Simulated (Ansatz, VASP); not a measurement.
## Two plane-wave programs on CdTe

The input INCAR:

```
  ALGO = Normal
  EDIFF = 1E-7
  ENCUT = 520
  GGA = PE
  ISIF = 2
  ISMEAR = 0
  LASPH = True
  LCHARG = False
  LREAL = False
  LWAVE = False
  NBANDS = 16
  NELM = 80
  PREC = Accurate
  SIGMA = 0.02
```

Contents of KPOINTS:

```
k-points
0
Gamma
  10 10 10
```

Contents of POSCAR:

```
CdTe
1.0
    0.0000000000      3.1706613687      3.1706613687
    3.1706613687      0.0000000000      3.1706613687
    3.1706613687      3.1706613687      0.0000000000
Cd Te
1 1
Direct
    0.0000000000      0.0000000000      0.0000000000
    0.2500000000      0.2500000000      0.2500000000
```

Input for Ansatz:

```yaml
crystal:
  lattice:
    - [0.0, 3.1706613687, 3.1706613687]
    - [3.1706613687, 0.0, 3.1706613687]
    - [3.1706613687, 3.1706613687, 0.0]
  atoms:
    - { symbol: Cd, position: [0.0, 0.0, 0.0] }
    - { symbol: Te, position: [0.25, 0.25, 0.25] }
basis:
  ecutwfc: 420
kpoints:
  mp_grid: { grid: [10, 10, 10] }
hamiltonian:
  xc: pbe
scf:
  occupations: { method: gaussian, width: 0.02 }
output:
  forces: true
  stress: true
  eigenvalues: true
```

Alike in both runs: task single point; functional PBE; k mesh 10 × 10 × 10; occupations gaussian, width 0.02 eV; no spin polarisation.

|  | VASP | Ansatz |
| --- | --- | --- |
| version | VASP 6.6.1 | Ansatz 0.2.0 |
| potentials or method | VASP PAW PBE potentials, release 64 (Cd, Te), cutoff 520 eV | scalar-relativistic, plane waves, PAW |
| valence electrons in the cell | 18 | 36 |

```csv
,VASP,Ansatz,Ansatz less VASP
gap on the k mesh at the Fermi level (eV),0.97,0.97,-0.002
least direct gap on the mesh (eV),0.97,0.97,-0.002
pressure (GPa),6.3,6.1,-0.17
```

VASP's potentials hold 18 valence electrons a cell and Ansatz's 36, so a difference there can come from the potentials and not from the codes.

Neither program's run includes spin-orbit coupling.
